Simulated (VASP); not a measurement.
# Hf2H5 (P4mm) in VASP: relaxation of cell and atoms with PBE

Aim: the relaxation of cell and atoms of Hf2H5 with PBE.

All numbers are computed with VASP 6.6.1; they aren't measurements. Logs are shortened: lines on timing, memory, paths and dates and some standing lists are left out, and cuts for length are marked.

### 1 The cell of the first run

It takes space group P4mm (No. 99, tetragonal). The conventional cell has a = 3.806 Å, b = 3.806 Å, c = 6.312 Å, α = 90.00°, β = 90.00°, γ = 90.00°. Hf (site symmetry 2mm) has 2 H at 1.92 Å within 2.5 Å. H (site symmetry 4mm) has 4 Hf at 1.92 Å within 2.5 Å. H (site symmetry m) has 2 H at 1.21 Å within 1.6 Å.

The cell was generated, and may not be a known phase.

### 2 Relaxation of cell and atoms, PBE

File INCAR:

```
SYSTEM = Hf2H5
ALGO     = Normal         ! electronic algorithm
EDIFF    = 1E-7           ! SCF threshold, eV
EDIFFG   = -0.08          ! ionic threshold
ENCUT    = 600            ! plane-wave cutoff, eV
GGA      = PE             ! functional
IBRION   = 2              ! ionic algorithm
ISIF     = 3              ! what is computed and relaxed
ISMEAR   = 0              ! smearing method
LASPH    = .True.         ! aspherical terms in the spheres
LCHARG   = .False.        ! write CHGCAR
LREAL    = .False.        ! projectors in reciprocal space
LWAVE    = .False.        ! write WAVECAR
NELM     = 100            ! most SCF steps
NSW      = 36             ! ionic steps
PREC     = Accurate       ! precision mode
SIGMA    = 0.2            ! smearing width, eV
```

File KPOINTS:

```
k-points
0
Gamma
  4 4 3
  0 0 0
```

File POSCAR:

```
Hf2H5
1.0
    3.8061580000      0.0000000000      0.0000000000
    0.0000000000      3.8061580000      0.0000000000
    0.0000000000      0.0000000000      6.3116216500
Hf H
2 5
Direct
    0.5000000000      0.0000000000      0.3498613500
    0.0000000000      0.5000000000      0.3498613500
    0.0000000000      0.0000000000      0.3900286700
    0.1592510800      0.1592510800      0.8751310300
    0.8407489200      0.8407489200      0.8751310300
    0.8407489200      0.1592510800      0.8751310300
    0.1592510800      0.8407489200      0.8751310300
```

Potentials or basis: VASP PAW PBE potentials, release 64 (Hf_pv, H).

Started as:

```sh
$ cat potpaw_PBE.64/Hf_pv/POTCAR potpaw_PBE.64/H/POTCAR > POTCAR
$ mpirun -np 1 vasp_std > vasp.out
```

OUTCAR:

```text
SYSTEM = Hf2H5
   EDIFF = 1E-7
   EDIFFG = -0.08
   ENCUT = 600
   GGA = PE
   IBRION = 2
   ISIF = 3
   ISMEAR = 0
   LASPH = .True.
   LREAL = .False.
   NELM = 100
   NSW = 36
   PREC = Accurate

 ion  position               nearest neighbor table
   1  0.500  0.000  0.350-   3 1.92   3 1.92   2 2.69   2 2.69   2 2.69   2 2.69
   2  0.000  0.500  0.350-   3 1.92   3 1.92   1 2.69   1 2.69   1 2.69   1 2.69
   3  0.000  0.000  0.390-   1 1.92   2 1.92   2 1.92   1 1.92
   4  0.159  0.159  0.875-
   5  0.841  0.841  0.875-
   6  0.841  0.159  0.875-
   7  0.159  0.841  0.875-

  LATTYP: Found a simple tetragonal cell.
 ALAT       =     3.8061580000
 C/A-ratio  =     1.6582658024

  Lattice vectors:

 A1 = (   3.8061580000,   0.0000000000,   0.0000000000)
 A2 = (   0.0000000000,   3.8061580000,   0.0000000000)
 A3 = (   0.0000000000,   0.0000000000,   6.3116216500)

Analysis of symmetry for initial positions (statically):
=====================================================================
 Subroutine PRICEL returns:
 Original cell was already a primitive cell.

 Routine SETGRP: Setting up the symmetry group for a
 simple tetragonal supercell.

 Subroutine GETGRP returns: Found  8 space group operations
 (whereof  8 operations were pure point group operations)
 out of a pool of 16 trial point group operations.

The static configuration has the point symmetry C_4v.

Analysis of symmetry for dynamics (positions and initial velocities):
=====================================================================
 Subroutine PRICEL returns:
 Original cell was already a primitive cell.

 Routine SETGRP: Setting up the symmetry group for a
 simple tetragonal supercell.

 Subroutine GETGRP returns: Found  8 space group operations
 (whereof  8 operations were pure point group operations)
 out of a pool of 16 trial point group operations.

The dynamic configuration has the point symmetry C_4v.

 Subroutine INISYM returns: Found  8 space group operations
 (whereof  8 operations are pure point group operations),
 and found     1 'primitive' translations

----------------------------------------------------------------------------------------

                                     Primitive cell

  volume of cell :      91.4354

  direct lattice vectors                    reciprocal lattice vectors
     3.806158000  0.000000000  0.000000000     0.262732130  0.000000000  0.000000000
     0.000000000  3.806158000  0.000000000     0.000000000  0.262732130  0.000000000
     0.000000000  0.000000000  6.311621650     0.000000000  0.000000000  0.158437887

  length of vectors
     3.806158000  3.806158000  6.311621650     0.262732130  0.262732130  0.158437887

  position of ions in fractional coordinates (direct lattice)
     0.500000000  0.000000000  0.349861350
     0.000000000  0.500000000  0.349861350
     0.000000000  0.000000000  0.390028670
     0.159251080  0.159251080  0.875131030
     0.840748920  0.840748920  0.875131030
     0.840748920  0.159251080  0.875131030
     0.159251080  0.840748920  0.875131030

  ion indices of the primitive-cell ions
   primitive index   ion index
                 1           1
                 2           2
                 3           3
                 4           4
                 5           5
                 6           6
                 7           7

----------------------------------------------------------------------------------------

 KPOINTS: k-points

Automatic generation of k-mesh.
 Grid dimensions read from file:
 generate k-points for:    4    4    3

 Generating k-lattice:

  Cartesian coordinates                     Fractional coordinates (reciprocal lattice)
     0.065683033  0.000000000  0.000000000     0.250000000  0.000000000  0.000000000
     0.000000000  0.065683033  0.000000000     0.000000000  0.250000000  0.000000000
     0.000000000  0.000000000  0.052812629     0.000000000  0.000000000  0.333333333

  Length of vectors
     0.065683033  0.065683033  0.052812629

  Shift w.r.t. Gamma in fractional coordinates (k-lattice)
     0.000000000  0.000000000  0.000000000

 Subroutine IBZKPT returns following result:
 ===========================================

 Found     12 irreducible k-points:

 Following reciprocal coordinates:
            Coordinates               Weight
  0.000000  0.000000  0.000000      1.000000
  0.250000  0.000000  0.000000      4.000000
  0.500000  0.000000  0.000000      2.000000
  0.250000  0.250000  0.000000      4.000000
  0.500000  0.250000  0.000000      4.000000
  0.500000  0.500000  0.000000      1.000000
  0.000000  0.000000  0.333333      2.000000
  0.250000  0.000000  0.333333      8.000000
  0.500000  0.000000  0.333333      4.000000
  0.250000  0.250000  0.333333      8.000000
  0.500000  0.250000  0.333333      8.000000
  0.500000  0.500000  0.333333      2.000000
   k-points           NKPTS =     12   k-points in BZ     NKDIM =     12   number of bands    NBANDS=     16
   number of dos      NEDOS =    301   number of ions     NIONS =      7
   total plane-waves  NPLWV =  45000
   dimension x,y,z NGX =    30 NGY =   30 NGZ =   50
   dimension x,y,z NGXF=    60 NGYF=   60 NGZF=  100
   ions per type =               2   5
   NGX,Y,Z   is equivalent  to a cutoff of  13.10, 13.10, 13.17 a.u.
   NGXF,Y,Z  is equivalent  to a cutoff of  26.21, 26.21, 26.34 a.u.
 SYSTEM =  Hf2H5
   PREC   = accura    normal or accurate (medium, high low for compatibility)
   ISTART =      0    job   : 0-new  1-cont  2-samecut
   ICHARG =      2    charge: 1-file 2-atom 10-const
   ISPIN  =      1    spin polarized calculation?
   LNONCOLLINEAR =      F non collinear calculations
   LSORBIT =      F    spin-orbit coupling
   LASPH  =      T    aspherical Exc in radial PAW
   ENCUT  =  600.0 eV  44.10 Ry    6.64 a.u.   7.60  7.60 12.61*2*pi/ulx,y,z
   NELM   =    100;   NELMIN=  2; NELMDL= -5     # of ELM steps
   EDIFF  = 0.1E-06   stopping-criterion for ELM
   LREAL  =      F    real-space projection
   EDIFFG = -.8E-01   stopping-criterion for IOM
   NSW    =     36    number of steps for IOM
   IBRION =      2    ionic relax: 0-MD 1-quasi-New 2-CG
   NFREE  =      1    steps in history (QN), initial steepest desc. (CG)
   ISIF   =      3    stress and relaxation
   ISYM   =      2    0-nonsym 1-usesym 2-fastsym
   POTIM  = 0.5000    time-step for ionic-motion
   TEBEG  =    0.0;   TEEND  =   0.0 temperature during run
   PSTRESS=    0.0 pullay stress
   NELECT =      25.0000    total number of electrons
   NUPDOWN=      -1.0000    fix difference up-down
   EMIN   =  10.00;   EMAX   =-10.00  energy-range for DOS
   EFERMI =   0.00;   METHOD = LEGACY
   ISMEAR =     0;   SIGMA  =   0.20  broadening in eV -4-tet -1-fermi 0-gaus
   EFERMI_NEDOS =   21; number of points for ismear=-14 and -15
   IALGO  =     38    algorithm
   IMIX   =      4    mixing-type and parameters
     AMIX     =   0.40;   BMIX     =  1.00
     AMIX_MAG =   1.60;   BMIX_MAG =  1.00
  volume/ion in A,a.u.               =      13.06        88.15
  Fermi-wavevector in a.u.,A,eV,Ry     =   1.062551  2.007931 15.361190  1.129016
  Thomas-Fermi vector in A             =   2.198006
   LORBIT       =      0    0 simple, 1 ext, 2 COOP (PROOUT), +10 PAW based schemes
   GGA     = PE    functional components
   LHFCALC =     F    Hartree Fock is set to
   AEXX    =    0.0000 exact exchange contribution
   IVDW    =     0    specifies the selected vdW correction
   LEPSILON=     F    determine dielectric tensor
   LRPA    =     F    only Hartree local field effects (RPA)
 conjugate gradient relaxation of ions
 non-spin polarized calculation
 Gauss-broadening in eV      SIGMA  =   0.20
  energy-cutoff  :      600.00
  volume of cell :       91.44
 maximum number of plane-waves:      3072
   NGX = 15   NGY = 15   NGZ = 25

--------------------------------------- Ionic step        1  -------------------------------------------

 number of electron      25.0000000 magnetization

 Free energy of the ion-electron system (eV)
  ---------------------------------------------------
  ext. energy  EPLUGINS =         0.00000000
  ---------------------------------------------------
  free energy    TOTEN  =       -27.85467634 eV

  energy without entropy =      -27.77325758  energy(sigma->0) =      -27.81396696

------------------------ aborting loop because EDIFF is reached ----------------------------------------

  FORCE on cell =-STRESS in cart. coord.  units (eV):
  Direction    XX          YY          ZZ          XY          YZ          ZX
  --------------------------------------------------------------------------------------
  -------------------------------------------------------------------------------------
  Total        7.3909058      7.3909058     -6.3959905      0.0000000      0.0000000      0.0000000
  in kB      129.5071265    129.5071265   -112.0737260      0.0000000      0.0000000      0.0000000
  external PRESSURE =      48.9801757 kB  Pullay stress =       0.0000000 kB
[... 104 lines left out ...]
  FREE ENERGIE OF THE ION-ELECTRON SYSTEM (eV)
  ---------------------------------------------------
  free  energy   TOTEN  =       -29.0571992751 eV

  energy  without entropy=      -28.9594911888  energy(sigma->0) =      -29.00834523

 E-fermi :   2.6327     XC(G=0):  -9.7761

 val. band max:        2.5142623210   @ k =   0.5000   0.2500   0.0000
 cond. band min:       2.8649427162   @ k =   0.5000   0.0000   0.0000
 fundamental gap:      0.3506803952
 Fermi energy:         2.6326891388

 k-point     1 :       0.0000    0.0000    0.0000
  band No.  band energies     occupation
      1     -29.2139      2.00000
      2     -29.2139      2.00000
      3     -29.0660      2.00000
      4     -29.0514      2.00000
      5     -29.0514      2.00000
      6     -29.0391      2.00000
[... 205 lines left out ...]
      3     -29.2295      2.00000
      4     -29.1642      2.00000
      5     -29.0616      2.00000
      6     -28.9992      2.00000
[... 8 lines left out ...]
     15       4.1862      0.00000
     16       4.5623      0.00000

 E-fermi :   3.6172     XC(G=0): -10.3938

 val. band max:        3.5967752110   @ k =   0.5000   0.2500   0.0000
 cond. band min:       4.0014903651   @ k =   0.5000   0.0000   0.3333
 fundamental gap:      0.4047151541
 Fermi energy:         3.6171913154

 k-point     1 :       0.0000    0.0000    0.0000
  band No.  band energies     occupation
      1     -27.9933      2.00000
      2     -27.9933      2.00000
      3     -27.7456      2.00000
      4     -27.7456      2.00000
      5     -27.6316      2.00000
      6     -27.5911      2.00000
[... 205 lines left out ...]
      3     -28.0146      2.00000
      4     -27.9014      2.00000
      5     -27.7345      2.00000
      6     -27.6531      2.00000
[... 8 lines left out ...]
     15       5.3062      0.00000
     16       5.9337      0.00000

[... ionic steps 4 to 21 ...]

--------------------------------------- Ionic step       22  -------------------------------------------

 number of electron      25.0000009 magnetization

------------------------ aborting loop because EDIFF is reached ----------------------------------------
[... 77 lines left out ...]
--------------------------------------- Ionic step       24  -------------------------------------------

 number of electron      24.9999997 magnetization

 Free energy of the ion-electron system (eV)
  ---------------------------------------------------
  ext. energy  EPLUGINS =         0.00000000
  ---------------------------------------------------
  free energy    TOTEN  =       -38.13182741 eV

  energy without entropy =      -38.08513680  energy(sigma->0) =      -38.10848210

 E-fermi :   4.7930     XC(G=0): -11.1409

 val. band max:        4.6455924248   @ k =   0.5000   0.5000   0.0000
 cond. band min:       4.8736314358   @ k =   0.2500   0.2500   0.3333
 fundamental gap:      0.2280390110
 Fermi energy:         4.7929833820

 k-point     1 :       0.0000    0.0000    0.0000
  band No.  band energies     occupation
      1     -26.7625      2.00000
      2     -26.7625      2.00000
      3     -26.2402      2.00000
      4     -26.2402      2.00000
      5     -26.1809      2.00000
      6     -26.0847      2.00000
[... 251 lines left out ...]
  FREE ENERGIE OF THE ION-ELECTRON SYSTEM (eV)
  ---------------------------------------------------
  free  energy   TOTEN  =       -38.1318274115 eV

  energy  without entropy=      -38.0851367976  energy(sigma->0) =      -38.10848210

 reached required accuracy - stopping structural energy minimisation
```

Wall time 3 min (1 thread of AMD EPYC 9R45 (Zen 5), shared host); peak memory 0.19 GiB.

What came out:

| Quantity | Value |
| --- | --- |
| Free energy | -38.1318 eV |
| Relaxed volume | 8.32 Å³/atom |
| Relaxed cell | a = 4.387 Å, b = 4.387 Å, c = 3.024 Å, α = 90.00°, β = 90.00°, γ = 90.00° |
| Space group after relaxing (to 0.1 Å) | P4/mmm (No. 123) |
| Energy gained by relaxing | 1468.2 meV/atom |
| Ionic steps | 24 |
| Pressure after relaxing | -0.4 GPa |
| Largest force after relaxing | 0.063 eV/Å |
| Band gap on the k mesh | zero (an odd number of electrons rules out a gap without spin polarisation) |

Forces in eV/Å, atoms in the order of the input:
```
Hf   0.000  0.000 -0.001
Hf   0.000  0.000 -0.001
H    0.000  0.000  0.063
H    0.011  0.011 -0.015
H   -0.011 -0.011 -0.015
H   -0.011  0.011 -0.015
H    0.011 -0.011 -0.015
```

The path:
```csv
step,energy change (eV),largest force (eV/Å),pressure (GPa),volume (Å³)
1,0.0000,0.5169,4.90,91.44
2,-0.7750,0.5190,-3.26,96.54
3,-1.2025,0.7081,-9.10,101.18
4,-1.6927,0.9087,-16.39,109.02
5,-1.5505,0.8971,-13.70,105.78
6,-2.1032,0.9677,-15.24,103.78
7,-3.7688,1.0831,-19.19,96.45
8,-6.3535,1.2896,-17.61,75.44
9,-6.0675,1.3858,-20.81,80.68
10,-7.4223,1.3745,-13.21,69.10
11,-7.7778,1.2887,-3.71,62.08
12,-7.7802,1.2759,-1.65,60.96
13,-8.2516,1.2770,-0.39,59.76
14,-9.3159,1.1209,5.25,56.05
15,-8.0878,0.8757,38.46,48.26
16,-9.3989,1.0222,11.04,53.87
17,-9.8166,0.7389,4.17,56.32
18,-10.0433,0.3844,-2.81,59.65
19,-10.0482,0.3500,-3.68,60.17
20,-10.1837,0.4529,-1.19,58.85
21,-10.2146,0.4869,0.80,57.95
22,-10.2149,0.4896,1.10,57.83
23,-10.2593,0.2562,0.24,58.01
24,-10.2772,0.0632,-0.43,58.21
```

Final structure:
```cif
data_structure
_symmetry_space_group_name_H-M 'P 1'
_symmetry_Int_Tables_number 1
_cell_length_a 4.3874
_cell_length_b 4.3874
_cell_length_c 3.0241
_cell_angle_alpha 90.000
_cell_angle_beta 90.000
_cell_angle_gamma 90.000
_cell_volume 58.21
loop_
_atom_site_label
_atom_site_type_symbol
_atom_site_fract_x
_atom_site_fract_y
_atom_site_fract_z
_atom_site_occupancy
Hf1 Hf 0.50000 0.00000 0.37055 1
Hf2 Hf 0.00000 0.50000 0.37055 1
H1 H 0.00000 0.00000 0.36363 1
H2 H 0.25844 0.25844 0.87138 1
H3 H 0.74156 0.74156 0.87138 1
H4 H 0.74156 0.25844 0.87138 1
H5 H 0.25844 0.74156 0.87138 1
```

Caveat: the k points lie up to 0.69 Å⁻¹ apart in the final cell, too coarse for converged energies and pressures of a metal; the volume moved by over 15 % at a fixed basis, so the end points are rough; spin-orbit coupling is left out, which moves the levels of the heavy elements; an odd number of electrons without spin polarisation forces a metal; a magnetic or distorted state may lie lower; the relaxation stopped at a loose force limit of 0.08 eV/Å, so its end isn't a converged minimum.

The gap in the log of VASP goes by the Fermi energy; the results here count the filled bands.